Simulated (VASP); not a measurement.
# AgW24S48 (a cell with a defect) in VASP: single point with PBE

Aim: the single point of AgW24S48 (a cell with a defect) with PBE.

Program: VASP 6.6.1. These are calculated values, not measurements. Logs are shortened: lines on timing, memory, paths and dates and some standing lists are left out, and cuts for length are marked.

### 1 The cell of the first run

The cell holds a defect, 73 atoms: a = 10.833 Å, b = 10.833 Å, c = 12.165 Å, α = 90.00°, β = 90.00°, γ = 120.00°.

### 2 Single point, PBE

The input, INCAR:

```
SYSTEM = AgW24S48
PREC     = Accurate       ! precision mode
ENCUT    = 400            ! plane-wave cutoff, eV
EDIFF    = 1E-6           ! SCF threshold, eV
ISMEAR   = 0              ! smearing method
SIGMA    = 0.01           ! smearing width, eV
LREAL    = Auto         
LASPH    = .TRUE.         ! aspherical terms in the spheres
NELM     = 120            ! most SCF steps
ALGO     = Normal         ! electronic algorithm
ISIF     = 2              ! what is computed and relaxed
LWAVE    = .FALSE.        ! write WAVECAR
LCHARG   = .FALSE.        ! write CHGCAR
GGA      = PE             ! functional
NBANDS   = 360            ! bands
NELECT   = 634.0        
GGA_COMPAT= .FALSE.
```

The input, KPOINTS:

```
Automatic mesh
0
Gamma
  1 1 1
  0.25 0.25 0.25
```

The input, POSCAR:

```
AgW24S48
1.0
    9.3812495129      5.4162668230      0.0000000000
   -9.3812494189      5.4162669859      0.0000000000
    0.0000000000      0.0000000000     12.1647637100
W S Ag
24 48 1
Direct
    0.0035036879      0.3332030751      0.2583011181
    0.1665639542      0.1659707985      0.2555383680
    0.3290496730     -0.0040811687      0.2581389056
   -0.0000067797      0.1671481348      0.7449160201
    0.1678806962      0.0017611569      0.7449130859
    0.3301897887      0.3340603822      0.7420378691
   -0.0014038105      0.8326045237      0.2554987075
    0.1657365524      0.6654752119      0.2554978078
    0.3336838713      0.5001325291      0.2555218450
    0.0045748158      0.6713141454      0.7422774574
    0.1670493023      0.5012372389      0.7448587106
    0.3350244944      0.8346185595      0.7448998474
    0.4983757096      0.3330628899      0.2594342540
    0.6661918152      0.1652449021      0.2593871565
    0.8332861907      0.0005368120      0.2554530968
    0.4996476151      0.1663877571      0.7410158030
    0.6672495558     -0.0030965925      0.7421132916
    0.8352495008      0.3341804326      0.7409816279
    0.4991290819      0.8334233176      0.2555062686
    0.6663601125      0.6703452920      0.2583185897
    0.8339841738      0.5008158584      0.2594100322
    0.5003454420      0.6667194092      0.7449068723
    0.6674188693      0.5019862648      0.7410132093
    0.8345429731      0.8338160196      0.7449305198
    0.0021812368      0.3340579428      0.6138667256
    0.1650133567      0.1660070898      0.6140073922
    0.3325212940     -0.0007215988      0.6139009405
    0.0008654002      0.1670791471      0.1255408320
    0.1655180919     -0.0013856230      0.1255331465
    0.3346284131      0.3331513526      0.1259632852
   -0.0010160324      0.3340894944      0.8744820303
    0.1666544805      0.1679651450      0.8748800910
    0.3357336970      0.0024719356      0.8744913362
    0.0004654116      0.1651444876      0.3863276222
    0.1640173648     -0.0012334857      0.3863066811
    0.3313357586      0.3330875836      0.3865638349
    0.0016749511      0.8363242480      0.6141358515
    0.1695912989      0.6684329555      0.6140890123
    0.3331445745      0.5021127364      0.6140249428
   -0.0021652961      0.6647177235      0.1259037405
    0.1671208713      0.4993477350      0.1255035797
    0.3317582779      0.8324226605      0.1255188324
    0.0019082014      0.8347956322      0.8749090387
    0.1680975245      0.6685987380      0.8748557469
    0.3327971696      0.5001552620      0.8748117670
    0.0011362365      0.6680141746      0.3865077293
    0.1685970400      0.5012235146      0.3863971007
    0.3319702142      0.8309393360      0.3862837524
    0.4986577841      0.3340887496      0.6124457635
    0.6672845072      0.1653237702      0.6124769973
    0.8353250479     -0.0001256169      0.6141380825
    0.4943301930      0.1612579446      0.1324939370
    0.6663206051      0.0015152802      0.1259070136
    0.8383315259      0.3331492657      0.1325520612
    0.4953281460      0.3340543889      0.8678130095
    0.6673284956      0.1621289035      0.8678530914
    0.8334487426     -0.0004204153      0.8748449889
    0.4975160532      0.1643664019      0.3879496917
    0.6663183307     -0.0017171307      0.3864913270
    0.8350458209      0.3331606040      0.3879244777
    0.4992797223      0.8317830165      0.6139958971
    0.6674015108      0.6690076924      0.6139271291
    0.8361087831      0.5028865848      0.6124478009
    0.5002070459      0.6676461221      0.1255757252
    0.6662951443      0.5051318209      0.1325944518
    0.8324504312      0.8338859495      0.1254785949
    0.5011332724      0.8333106039      0.8749265780
    0.6673176022      0.6657270324      0.8744921993
    0.8392721541      0.5059723231      0.8678739578
    0.4982994908      0.6673428583      0.3863581079
    0.6663097027      0.5019082392      0.3879592640
    0.8343641356      0.8355054782      0.3863845023
    0.6668614079      0.3337501720      0.0002379055
```

Potentials or basis: VASP PAW PBE potentials, release 64 (W_sv, S, Ag).

Started as:

```
> cat potpaw_PBE.64/W_sv/POTCAR potpaw_PBE.64/S/POTCAR potpaw_PBE.64/Ag/POTCAR > POTCAR
> mpirun -np 1 vasp_std > vasp.out
```

OUTCAR:

```text
SYSTEM = AgW24S48
   PREC = Accurate
   ENCUT = 400
   EDIFF = 1E-6
   ISMEAR = 0
   LREAL = Auto
   LASPH = .TRUE.
   NELM = 120
   ISIF = 2
   GGA = PE
   NELECT = 634.0

 ion  position               nearest neighbor table
   1  0.004  0.333  0.258-  54 2.35  34 2.38  47 2.38  28 2.41  41 2.41  60 2.41   9 3.10   2 3.10
                             8 3.12  15 3.12  21 3.16  14 3.16
   2  0.167  0.166  0.256-  28 2.40  34 2.40  35 2.40  29 2.40  36 2.40  30 2.40   1 3.10  13 3.11
                             3 3.12  15 3.13   7 3.13   9 3.13
   3  0.329  0.996  0.258-  52 2.35  48 2.38  35 2.38  42 2.41  29 2.41  58 2.41   8 3.10   7 3.10
                             2 3.12  19 3.12  14 3.16  13 3.16
   4  1.000  0.167  0.745-  32 2.40  26 2.40  51 2.40  25 2.40  57 2.40  31 2.40   6 3.10  18 3.11
                            17 3.12   5 3.13  24 3.13  11 3.13
   5  0.168  0.002  0.745-  43 2.40  37 2.40  26 2.40  32 2.40  27 2.40  33 2.40  10 3.10  16 3.11
                             6 3.12   4 3.13  24 3.13  12 3.14
   6  0.330  0.334  0.742-  55 2.35  39 2.38  26 2.38  45 2.41  32 2.41  49 2.41   4 3.10  11 3.10
                             5 3.12  22 3.12  16 3.16  23 3.16
   7  0.999  0.833  0.255-  29 2.40  72 2.40  35 2.40  66 2.40  46 2.40  40 2.40   3 3.10  21 3.11
                            20 3.12  15 3.13   2 3.13   8 3.14
   8  0.166  0.665  0.255-  42 2.40  47 2.40  48 2.40  41 2.40  46 2.40  40 2.40   3 3.10  21 3.11
                             1 3.12   9 3.13  19 3.13   7 3.14
   9  0.334  0.500  0.256-  41 2.40  47 2.40  70 2.40  36 2.40  64 2.40  30 2.40   1 3.10  13 3.11
[... 64 lines left out ...]
  58  0.498  0.164  0.388-  13 2.40  14 2.40   3 2.41
  59  0.666  0.998  0.386-  14 2.38  15 2.40  19 2.40
  60  0.835  0.333  0.388-  21 2.40  14 2.40   1 2.41
  61  0.499  0.832  0.614-  17 2.38  22 2.40  12 2.40
  62  0.667  0.669  0.614-  23 2.38  22 2.40  24 2.40
  63  0.836  0.503  0.612-  23 2.40  18 2.40  10 2.41
  64  0.500  0.668  0.126-  19 2.40   9 2.40  20 2.41
  65  0.666  0.505  0.133-  20 2.35  21 2.40  13 2.40  73 2.46
  66  0.832  0.834  0.125-  15 2.40   7 2.40  20 2.41
  67  0.501  0.833  0.875-  22 2.40  12 2.40  17 2.41
  68  0.667  0.666  0.874-  22 2.40  24 2.40  23 2.41
  69  0.839  0.506  0.868-  10 2.35  18 2.40  23 2.40  73 2.47
  70  0.498  0.667  0.386-  20 2.38  19 2.40   9 2.40
  71  0.666  0.502  0.388-  21 2.40  13 2.40  20 2.41
  72  0.834  0.836  0.386-  20 2.38  15 2.40   7 2.40
  73  0.667  0.334  0.000-  65 2.46  54 2.46  55 2.46  56 2.46  69 2.47  52 2.47

  LATTYP: Found a hexagonal cell.
 ALAT       =    10.8325338089
 C/A-ratio  =     1.1229841443

  Lattice vectors:

 A1 = (   9.3812495129,   5.4162668230,   0.0000000000)
 A2 = (  -9.3812494189,   5.4162669859,   0.0000000000)
 A3 = (   0.0000000000,   0.0000000000,  12.1647637100)

Analysis of symmetry for initial positions (statically):
=====================================================================
 Subroutine PRICEL returns:
 Original cell was already a primitive cell.

 Routine SETGRP: Setting up the symmetry group for a
 hexagonal supercell.

 Subroutine GETGRP returns: Found  1 space group operations
 (whereof  1 operations were pure point group operations)
 out of a pool of 24 trial point group operations.

The static configuration has the point symmetry C_1 .

Analysis of symmetry for dynamics (positions and initial velocities):
=====================================================================
 Subroutine PRICEL returns:
 Original cell was already a primitive cell.

 Routine SETGRP: Setting up the symmetry group for a
 hexagonal supercell.

 Subroutine GETGRP returns: Found  1 space group operations
 (whereof  1 operations were pure point group operations)
 out of a pool of 24 trial point group operations.

The dynamic configuration has the point symmetry C_1 .

[... 198 lines left out ...]
 -0.250000  0.500000  0.250000      2.000000
  0.500000  0.250000  0.250000      2.000000
 -0.250000 -0.250000  0.250000      2.000000
  0.250000  0.500000  0.250000      2.000000
  0.500000 -0.250000  0.250000      2.000000
   k-points           NKPTS =      6   k-points in BZ     NKDIM =      6   number of bands    NBANDS=    360
   number of dos      NEDOS =    301   number of ions     NIONS =     73
   total plane-waves  NPLWV = 414720
   dimension x,y,z NGX =    72 NGY =   72 NGZ =   80
   dimension x,y,z NGXF=   144 NGYF=  144 NGZF=  160
   ions per type =              24  48   1
   NGX,Y,Z   is equivalent  to a cutoff of  11.05, 11.05, 10.93 a.u.
   NGXF,Y,Z  is equivalent  to a cutoff of  22.10, 22.10, 21.87 a.u.
 SYSTEM =  AgW24S48
   PREC   = accura    normal or accurate (medium, high low for compatibility)
   ISTART =      0    job   : 0-new  1-cont  2-samecut
   ICHARG =      2    charge: 1-file 2-atom 10-const
   ISPIN  =      1    spin polarized calculation?
   LNONCOLLINEAR =      F non collinear calculations
   LSORBIT =      F    spin-orbit coupling
   LASPH  =      T    aspherical Exc in radial PAW
   ENCUT  =  400.0 eV  29.40 Ry    5.42 a.u.  17.67 17.67 19.84*2*pi/ulx,y,z
   NELM   =    120;   NELMIN=  2; NELMDL= -5     # of ELM steps
   EDIFF  = 0.1E-05   stopping-criterion for ELM
   LREAL  =      T    real-space projection
   EDIFFG = 0.1E-04   stopping-criterion for IOM
   NSW    =      0    number of steps for IOM
   IBRION =     -1    ionic relax: 0-MD 1-quasi-New 2-CG
   NFREE  =      0    steps in history (QN), initial steepest desc. (CG)
   ISIF   =      2    stress and relaxation
   ISYM   =      2    0-nonsym 1-usesym 2-fastsym
   POTIM  = 0.5000    time-step for ionic-motion
   TEBEG  =    0.0;   TEEND  =   0.0 temperature during run
   PSTRESS=    0.0 pullay stress
   NELECT =     634.0000    total number of electrons
   NUPDOWN=      -1.0000    fix difference up-down
   EMIN   =  10.00;   EMAX   =-10.00  energy-range for DOS
   EFERMI =   0.00;   METHOD = LEGACY
   ISMEAR =     0;   SIGMA  =   0.01  broadening in eV -4-tet -1-fermi 0-gaus
   EFERMI_NEDOS =   21; number of points for ismear=-14 and -15
   IALGO  =     38    algorithm
   IMIX   =      4    mixing-type and parameters
     AMIX     =   0.40;   BMIX     =  1.00
     AMIX_MAG =   1.60;   BMIX_MAG =  1.00
  volume/ion in A,a.u.               =      16.93       114.28
  Fermi-wavevector in a.u.,A,eV,Ry     =   1.310408  2.476312 23.363495  1.717168
  Thomas-Fermi vector in A             =   2.440940
   LORBIT       =      0    0 simple, 1 ext, 2 COOP (PROOUT), +10 PAW based schemes
   GGA     = PE    functional components
   LHFCALC =     F    Hartree Fock is set to
   AEXX    =    0.0000 exact exchange contribution
   IVDW    =     0    specifies the selected vdW correction
   LEPSILON=     F    determine dielectric tensor
   LRPA    =     F    only Hartree local field effects (RPA)
 non-spin polarized calculation
 Gauss-broadening in eV      SIGMA  =   0.01
  energy-cutoff  :      400.00
  volume of cell :     1236.22
 maximum number of plane-waves:     22462
 NGX is ok and might be reduce to    72
   NGX = 35   NGY = 35   NGZ = 39

 number of electron     634.0000145 magnetization

 Free energy of the ion-electron system (eV)
  ---------------------------------------------------
  ext. energy  EPLUGINS =         0.00000000
  ---------------------------------------------------
  free energy    TOTEN  =      -575.29701272 eV

  energy without entropy =     -575.29701272  energy(sigma->0) =     -575.29701272

 E-fermi :   7.6327     XC(G=0): -11.2370

 val. band max:        7.5303876783   @ k =   0.2500   0.2500   0.2500
 cond. band min:       9.3394168471   @ k =   0.5000  -0.2500   0.2500
 fundamental gap:      1.8090291687
 Fermi energy:         7.6327250780

 k-point     1 :       0.2500    0.2500    0.2500
  band No.  band energies     occupation
      1     -66.5164      2.00000
      2     -66.5161      2.00000
      3     -66.5088      2.00000
      4     -66.5087      2.00000
      5     -66.5085      2.00000
      6     -66.5083      2.00000
[... 1981 lines left out ...]
    328       9.9881      0.00000
    329       9.9898      0.00000
 [bands above 329 left out]

------------------------ aborting loop because EDIFF is reached ----------------------------------------

  FORCE on cell =-STRESS in cart. coord.  units (eV):
  Direction    XX          YY          ZZ          XY          YZ          ZX
  --------------------------------------------------------------------------------------
  -------------------------------------------------------------------------------------
  Total       48.3360611     47.9935398     41.2624540     -0.0081242      0.0572938     -0.0052017
  in kB       62.6451457     62.2012267     53.4775152     -0.0105292      0.0742547     -0.0067415
  external PRESSURE =      59.4412959 kB  Pullay stress =       0.0000000 kB

 VOLUME and BASIS-vectors are now :
 -----------------------------------------------------------------------------
  energy-cutoff  :      400.00
  volume of cell :     1236.22
      direct lattice vectors                 reciprocal lattice vectors
     9.381249513  5.416266823  0.000000000     0.053297805  0.092314505  0.000000000
    -9.381249419  5.416266986  0.000000000    -0.053297804  0.092314506  0.000000000
     0.000000000  0.000000000 12.164763710     0.000000000  0.000000000  0.082204638

 POSITION                                       TOTAL-FORCE (eV/Angst)
 -----------------------------------------------------------------------------------
     -3.09299      1.82369      3.14217         0.011313      0.006400     -0.011089
      0.00556      1.80110      3.10856         0.006220      0.017675     -0.007152
     -6.25607      7.17638      3.14020        -0.000810      0.010671      0.017658
      7.81313      6.32155      9.06173         0.000594     -0.038048      0.002734
      1.55841      0.91883      9.06169         0.012582     -0.045105      0.010908
     -0.03631      3.59776      9.02672        -0.012801     -0.008140      0.015772
[... 65 lines left out ...]
     -0.01071      9.04446      4.70028        -0.002320     -0.010577      0.004767
      3.12500      5.41958      0.00289         0.002596     -0.003495     -0.002945
 -----------------------------------------------------------------------------------
    total drift:                                0.004173      0.001649      0.007091

  FREE ENERGIE OF THE ION-ELECTRON SYSTEM (eV)
  ---------------------------------------------------
  free  energy   TOTEN  =      -575.2970127250 eV

  energy  without entropy=     -575.2970127250  energy(sigma->0) =     -575.29701272
```

It took 2 h on 1 thread of Intel Xeon 8259CL, shared host; peak memory 1.6 GiB.

Results:

* Free energy: -575.2970 eV
* Largest force: 0.051 eV/Å

Forces in eV/Å, atoms in the order of the input:
```
W    0.011  0.006 -0.011
W    0.006  0.018 -0.007
W   -0.001  0.011  0.018
W    0.001 -0.038  0.003
W    0.013 -0.045  0.011
W   -0.013 -0.008  0.016
W    0.013  0.046 -0.013
W   -0.008  0.049 -0.013
W    0.002  0.031  0.002
W    0.002 -0.008 -0.025
W   -0.007 -0.021  0.006
W   -0.015 -0.045  0.009
W   -0.001  0.021 -0.012
W   -0.001  0.026 -0.015
W   -0.001  0.032  0.003
W   -0.003 -0.026  0.008
W    0.016 -0.004  0.015
W   -0.002 -0.028  0.013
W   -0.006  0.022 -0.004
W   -0.014  0.003 -0.010
W   -0.004  0.030 -0.009
W    0.005 -0.030  0.001
W    0.003 -0.021  0.009
W    0.005 -0.025  0.007
S   -0.001  0.012 -0.003
S   -0.004  0.011 -0.006
S    0.001  0.007  0.000
S    0.001 -0.010  0.005
S    0.002 -0.012  0.001
S    0.004 -0.010 -0.001
S   -0.002  0.013 -0.003
S    0.000  0.010 -0.002
S    0.000  0.010 -0.002
S    0.004 -0.003  0.005
S   -0.008 -0.003 -0.001
S    0.005 -0.001 -0.001
S   -0.007  0.006 -0.002
S    0.005  0.004  0.003
S   -0.002  0.004 -0.002
S    0.003 -0.006  0.004
S   -0.006 -0.015  0.004
S    0.002 -0.014  0.002
S   -0.005  0.015 -0.001
S    0.000  0.013  0.001
S   -0.001  0.010 -0.004
S    0.002 -0.015  0.000
S    0.004 -0.008  0.004
S    0.010 -0.009  0.000
S   -0.002  0.007 -0.005
S    0.003  0.013 -0.007
S    0.003  0.004 -0.011
S    0.004  0.000 -0.015
S   -0.005 -0.015  0.000
S    0.005 -0.011  0.000
S   -0.010  0.010  0.005
S    0.009  0.011  0.004
S   -0.001  0.009 -0.002
S    0.000 -0.007 -0.006
S   -0.004 -0.010  0.002
S    0.002 -0.012  0.006
S    0.003  0.010 -0.002
S   -0.001  0.006 -0.005
S    0.002  0.006  0.008
S   -0.004 -0.008  0.003
S   -0.010 -0.010 -0.001
S    0.002 -0.011  0.003
S   -0.001  0.014 -0.005
S    0.002  0.012 -0.001
S   -0.003  0.003  0.019
S   -0.005  0.000  0.002
S    0.003 -0.010  0.003
S   -0.002 -0.011  0.005
Ag   0.003 -0.003 -0.003
```

Caveat: the cell carries a net charge on a neutralising background, which shifts energy and pressure; the cell is charged against a uniform background, so pressure and absolute levels hang on convention; spin-orbit coupling is left out, which moves the levels of the heavy elements.
